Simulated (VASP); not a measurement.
# In (Im-3m) in VASP: further runs

The runs below take In through single point, relaxation of cell and atoms, with PBEsol.

Program: VASP 6.6.1. These are calculated values, not measurements. Logs are shortened: lines on timing, memory, paths and dates and some standing lists are left out, and cuts for length are marked.

### 1 The cell of the first run

Symmetry: Im-3m, No. 229, cubic system. Conventional cell: a = 3.721 Å, b = 3.721 Å, c = 3.721 Å, α = 90.00°, β = 90.00°, γ = 90.00°. In (site symmetry m-3m) has 14 In at 3.22 to 3.72 Å within 4.2 Å.

### 2 Single point, PBEsol

File INCAR:

```
ALGO = Fast
EDIFF = 1E-6
ENCUT = 520
GGA = PS
ISIF = 2
ISMEAR = -1
LASPH = T
LCHARG = F
LREAL = F
LWAVE = F
NBANDS = 12
NELM = 60
PREC = Accurate
SIGMA = 0.05
```

File KPOINTS:

```
k-points
0
Gamma
  10 10 10
```

File POSCAR:

```
In
1.0
   -1.8604994097      1.8604994097      1.8604994097
    1.8604994097     -1.8604994097      1.8604994097
    1.8604994097      1.8604994097     -1.8604994097
In
1
Direct
    0.0000000000      0.0000000000      0.0000000000
```

Potentials or basis: VASP PAW PBE potentials, release 64 (In_d).

Command:

```sh
$ cat potpaw_PBE.64/In_d/POTCAR > POTCAR
$ mpirun -np 1 vasp_std > vasp.out
```

OUTCAR:

```text
EDIFF = 1E-6
   ENCUT = 520
   GGA = PS
   ISIF = 2
   ISMEAR = -1
   LASPH = T
   LREAL = F
   NELM = 60
   PREC = Accurate

 ion  position               nearest neighbor table
   1  0.000  0.000  0.000-

  LATTYP: Found a body centered cubic cell.
 ALAT       =     3.7209988194

  Lattice vectors:

 A1 = (  -1.8604994097,   1.8604994097,   1.8604994097)
 A2 = (   1.8604994097,  -1.8604994097,   1.8604994097)
 A3 = (   1.8604994097,   1.8604994097,  -1.8604994097)

Analysis of symmetry for initial positions (statically):
=====================================================================
 Subroutine PRICEL returns:
 Original cell was already a primitive cell.

 Routine SETGRP: Setting up the symmetry group for a
 body centered cubic supercell.

 Subroutine GETGRP returns: Found 48 space group operations
 (whereof 48 operations were pure point group operations)
 out of a pool of 48 trial point group operations.

The static configuration has the point symmetry O_h .

Analysis of symmetry for dynamics (positions and initial velocities):
=====================================================================
 Subroutine PRICEL returns:
 Original cell was already a primitive cell.

 Routine SETGRP: Setting up the symmetry group for a
 body centered cubic supercell.

 Subroutine GETGRP returns: Found 48 space group operations
 (whereof 48 operations were pure point group operations)
 out of a pool of 48 trial point group operations.

The dynamic configuration has the point symmetry O_h .

 Subroutine INISYM returns: Found 48 space group operations
 (whereof 48 operations are pure point group operations),
 and found     1 'primitive' translations

----------------------------------------------------------------------------------------

                                     Primitive cell

  volume of cell :      25.7602

  direct lattice vectors                    reciprocal lattice vectors
    -1.860499410  1.860499410  1.860499410     0.000000000  0.268745046  0.268745046
     1.860499410 -1.860499410  1.860499410     0.268745046  0.000000000  0.268745046
     1.860499410  1.860499410 -1.860499410     0.268745046  0.268745046  0.000000000

  length of vectors
     3.222479505  3.222479505  3.222479505     0.380062889  0.380062889  0.380062889

  position of ions in fractional coordinates (direct lattice)
     0.000000000  0.000000000  0.000000000

  ion indices of the primitive-cell ions
   primitive index   ion index
                 1           1

----------------------------------------------------------------------------------------

 KPOINTS: k-points

Automatic generation of k-mesh.
 Grid dimensions read from file:
 generate k-points for:   10   10   10

 Generating k-lattice:

  Cartesian coordinates                     Fractional coordinates (reciprocal lattice)
     0.000000000  0.026874505  0.026874505     0.100000000  0.000000000  0.000000000
     0.026874505  0.000000000  0.026874505     0.000000000  0.100000000  0.000000000
     0.026874505  0.026874505  0.000000000     0.000000000  0.000000000  0.100000000

  Length of vectors
     0.038006289  0.038006289  0.038006289

  Shift w.r.t. Gamma in fractional coordinates (k-lattice)
     0.000000000  0.000000000  0.000000000

 Subroutine IBZKPT returns following result:
 ===========================================

 Found     47 irreducible k-points:

 Following reciprocal coordinates:
            Coordinates               Weight
  0.000000  0.000000  0.000000      1.000000
  0.100000  0.000000  0.000000     12.000000
  0.200000  0.000000  0.000000     12.000000
  0.300000  0.000000  0.000000     12.000000
  0.400000  0.000000  0.000000     12.000000
  0.500000  0.000000  0.000000      6.000000
[... 16 lines left out ...]
  0.300000  0.300000  0.100000      8.000000
 -0.300000  0.300000  0.100000     24.000000
 [... further k-points ...]
   k-points           NKPTS =     47   k-points in BZ     NKDIM =     47   number of bands    NBANDS=     12
   number of dos      NEDOS =    301   number of ions     NIONS =      1
   total plane-waves  NPLWV =  13824
   dimension x,y,z NGX =    24 NGY =   24 NGZ =   24
   dimension x,y,z NGXF=    48 NGYF=   48 NGZF=   48
   ions per type =               1
   NGX,Y,Z   is equivalent  to a cutoff of  12.38, 12.38, 12.38 a.u.
   NGXF,Y,Z  is equivalent  to a cutoff of  24.76, 24.76, 24.76 a.u.
 SYSTEM =  unknown system
   PREC   = accura    normal or accurate (medium, high low for compatibility)
   ISTART =      0    job   : 0-new  1-cont  2-samecut
   ICHARG =      2    charge: 1-file 2-atom 10-const
   ISPIN  =      1    spin polarized calculation?
   LNONCOLLINEAR =      F non collinear calculations
   LSORBIT =      F    spin-orbit coupling
   LASPH  =      T    aspherical Exc in radial PAW
   ENCUT  =  520.0 eV  38.22 Ry    6.18 a.u.   5.99  5.99  5.99*2*pi/ulx,y,z
   NELM   =     60;   NELMIN=  2; NELMDL= -5     # of ELM steps
   EDIFF  = 0.1E-05   stopping-criterion for ELM
   LREAL  =      F    real-space projection
   EDIFFG = 0.1E-04   stopping-criterion for IOM
   NSW    =      0    number of steps for IOM
   IBRION =     -1    ionic relax: 0-MD 1-quasi-New 2-CG
   NFREE  =      0    steps in history (QN), initial steepest desc. (CG)
   ISIF   =      2    stress and relaxation
   ISYM   =      2    0-nonsym 1-usesym 2-fastsym
   POTIM  = 0.5000    time-step for ionic-motion
   TEBEG  =    0.0;   TEEND  =   0.0 temperature during run
   PSTRESS=    0.0 pullay stress
   NELECT =      13.0000    total number of electrons
   NUPDOWN=      -1.0000    fix difference up-down
   EMIN   =  10.00;   EMAX   =-10.00  energy-range for DOS
   EFERMI =   0.00;   METHOD = LEGACY
   ISMEAR =    -1;   SIGMA  =   0.05  broadening in eV -4-tet -1-fermi 0-gaus
   EFERMI_NEDOS =   21; number of points for ismear=-14 and -15
   IALGO  =     68    algorithm
   IMIX   =      4    mixing-type and parameters
     AMIX     =   0.40;   BMIX     =  1.00
     AMIX_MAG =   1.60;   BMIX_MAG =  1.00
  volume/ion in A,a.u.               =      25.76       173.84
  Fermi-wavevector in a.u.,A,eV,Ry     =   1.303386  2.463043 23.113785  1.698815
  Thomas-Fermi vector in A             =   2.434392
   LORBIT       =      0    0 simple, 1 ext, 2 COOP (PROOUT), +10 PAW based schemes
   GGA     = PS    functional components
   LHFCALC =     F    Hartree Fock is set to
   AEXX    =    0.0000 exact exchange contribution
   IVDW    =     0    specifies the selected vdW correction
   LEPSILON=     F    determine dielectric tensor
   LRPA    =     F    only Hartree local field effects (RPA)
 non-spin polarized calculation
 RMM-DIIS sequential band-by-band and
  energy-cutoff  :      520.00
  volume of cell :       25.76
 maximum number of plane-waves:       706
   NGX = 11   NGY = 11   NGZ = 11

 number of electron      12.9999991 magnetization

 Free energy of the ion-electron system (eV)
  ---------------------------------------------------
  ext. energy  EPLUGINS =         0.00000000
  ---------------------------------------------------
  free energy    TOTEN  =        -2.97757539 eV

  energy without entropy =       -2.97226344  energy(sigma->0) =       -2.97491942

 E-fermi :   7.4577     XC(G=0): -10.4814

 val. band max:        7.4436795736   @ k =   0.3000   0.3000   0.0000
 cond. band min:       7.4788163723   @ k =   0.2000   0.2000   0.2000
 fundamental gap:      0.0351367987
 Fermi energy:         7.4576996786

 k-point     1 :       0.0000    0.0000    0.0000
  band No.  band energies     occupation
      1      -7.0783      2.00000
      2      -7.0783      2.00000
      3      -7.0783      2.00000
      4      -6.7859      2.00000
      5      -6.7859      2.00000
      6      -2.1353      2.00000
      7      18.7955      0.00000
      8      18.7955      0.00000
      9      18.7955      0.00000
     10      20.5872      0.00000
     11      20.5872      0.00000
     12      20.5872      0.00000

 k-point     2 :       0.1000    0.0000    0.0000
  band No.  band energies     occupation
      1      -7.0898      2.00000
      2      -7.0685      2.00000
      3      -7.0351      2.00000
      4      -6.7978      2.00000
      5      -6.7862      2.00000
      6      -1.9003      2.00000
      7      16.6187      0.00000
      8      17.7709      0.00000
      9      18.2071      0.00000
     10      19.6105      0.00000
     11      19.9033      0.00000
     12      20.4886      0.00000

 k-point     3 :       0.2000    0.0000    0.0000
  band No.  band energies     occupation
      1      -7.1197      2.00000
      2      -7.0556      2.00000
      3      -6.9201      2.00000
      4      -6.8210      2.00000
      5      -6.7870      2.00000
      6      -1.1859      2.00000
      7      13.0481      0.00000
      8      16.1242      0.00000
      9      16.9582      0.00000
     10      18.8175      0.00000
     11      18.9754      0.00000
     12      21.1001      0.00000
[... 286 lines left out ...]
 k-point    23 :       0.3000    0.3000    0.1000
  band No.  band energies     occupation
      1      -7.1245      2.00000
      2      -6.9101      2.00000
      3      -6.9101      2.00000
      4      -6.7811      2.00000
      5      -6.7811      2.00000
      6       4.9225      2.00000
      7       6.7182      2.00000
      8       6.7182      2.00000
      9      11.0463      0.00000
     10      24.0877      0.00000
     11      24.0877      0.00000
     12      24.9069      0.00000

 k-point    24 :      -0.3000    0.3000    0.1000
  band No.  band energies     occupation
      1      -7.1100      2.00000
      2      -7.0446      2.00000
      3      -6.8625      2.00000
      4      -6.8015      2.00000
      5      -6.7798      2.00000
      6       0.2586      2.00000
      7       9.8477      0.00000
      8      13.7665      0.00000
      9      14.9107      0.00000
     10      18.6151      0.00000
     11      19.5514      0.00000
     12      20.4130      0.00000

 [... further k-points ...]
[... 5 lines left out ...]
  --------------------------------------------------------------------------------------
  -------------------------------------------------------------------------------------
  Total        0.0054462      0.0054462      0.0054462      0.0000000      0.0000000      0.0000000
  in kB        0.3387317      0.3387317      0.3387317      0.0000000      0.0000000      0.0000000
  external PRESSURE =       0.3387317 kB  Pullay stress =       0.0000000 kB

 VOLUME and BASIS-vectors are now :
 -----------------------------------------------------------------------------
  energy-cutoff  :      520.00
  volume of cell :       25.76
      direct lattice vectors                 reciprocal lattice vectors
    -1.860499410  1.860499410  1.860499410     0.000000000  0.268745046  0.268745046
     1.860499410 -1.860499410  1.860499410     0.268745046  0.000000000  0.268745046
     1.860499410  1.860499410 -1.860499410     0.268745046  0.268745046  0.000000000

 POSITION                                       TOTAL-FORCE (eV/Angst)
 -----------------------------------------------------------------------------------
      0.00000      0.00000      0.00000        -0.000000     -0.000000      0.000000
 -----------------------------------------------------------------------------------
    total drift:                                0.000000      0.000000     -0.000000

  FREE ENERGIE OF THE ION-ELECTRON SYSTEM (eV)
  ---------------------------------------------------
  free  energy   TOTEN  =        -2.9775753924 eV

  energy  without entropy=       -2.9722634444  energy(sigma->0) =       -2.97491942
```

Wall time 6.9 s (1 thread of Intel Xeon Platinum 8375C at 2.90GHz (Ice Lake), shared host); peak memory 0.14 GiB.

What came out:

| Quantity | Value |
| --- | --- |
| Free energy | -2.9776 eV |
| Pressure | 0.0 GPa |

Caveat: the PAW data sets were made with another functional, which shifts forces and pressure a little; spin-orbit coupling is left out, which moves the levels of the heavy elements.

### 3 Relaxation of cell and atoms, PBEsol

This run uses another cell than the first one, of 26.69 Å³/atom, 1.036 times its volume.

File INCAR:

```
ALGO = Fast
EDIFF = 1E-6
EDIFFG = -0.01
ENCUT = 600
GGA = PS
IBRION = 2
ISIF = 3
ISMEAR = -1
LASPH = True
LCHARG = False
LREAL = False
LWAVE = False
NELM = 60
NSW = 60
PREC = Accurate
SIGMA = 0.05
```

KPOINTS is that of step 2.

File POSCAR:

```
In
1.0
   -1.8825252400      1.8825252400      1.8825252400
    1.8825252400     -1.8825252400      1.8825252400
    1.8825252400      1.8825252400     -1.8825252400
In
1
Direct
    0.0000000000      0.0000000000      0.0000000000
```

Potentials or basis: VASP PAW PBE potentials, release 64 (In_d).

Command:

```sh
$ cat potpaw_PBE.64/In_d/POTCAR > POTCAR
$ mpirun -np 1 vasp_std > vasp.out
```

Run time: 21 s. Hardware: 1 thread of Intel Xeon Platinum 8375C at 2.90GHz (Ice Lake), shared host; peak memory 0.17 GiB.

The run converged. Its results:

- Free energy: -2.9780 eV
- Relaxed volume: 25.86 Å³/atom
- Relaxed cell: a = 3.227 Å, b = 3.227 Å, c = 3.227 Å, α = 109.47°, β = 109.47°, γ = 109.47°
- Space group after relaxing (to 0.05 Å): Im-3m (No. 229)
- Energy gained by relaxing: 3.8 meV/atom
- Ionic steps: 2
- Pressure after relaxing: 0.0 GPa

Step by step:
```csv
step,energy change (eV),largest force (eV/Å),pressure (GPa),volume (Å³)
1,0.0000,0.0000,-1.29,26.69
2,-0.0038,0.0000,-0.02,25.86
```

Final structure:
```xyz
1
Lattice="-1.8630 1.8630 1.8630 1.8630 -1.8630 1.8630 1.8630 1.8630 -1.8630" Properties=species:S:1:pos:R:3 pbc="T T T"
In   -1.8630    1.8630    1.8630
```

Levels at points of the mesh, in eV from the Fermi level:
| k point | band 3 | band 4 | band 5 | band 6 | band 7 | band 8 | band 9 | band 10 |
| --- | --- | --- | --- | --- | --- | --- | --- | --- |
| (0.00, 0.00, 0.00) | -14.53 | -14.24 | -14.24 | -9.56 | 11.29 | 11.29 | 11.31 | 13.12 |
| (0.50, 0.00, 0.00) | -14.26 | -14.24 | -14.06 | -3.86 | -3.18 | 6.03 | 7.44 | 10.29 |
| (0.50, 0.50, 0.50) | -14.10 | -14.10 | -14.10 | 1.16 | 1.32 | 1.32 | 1.32 | 5.38 |

Caveat: the PAW data sets were made with another functional, which shifts forces and pressure a little; spin-orbit coupling is left out, which moves the levels of the heavy elements.
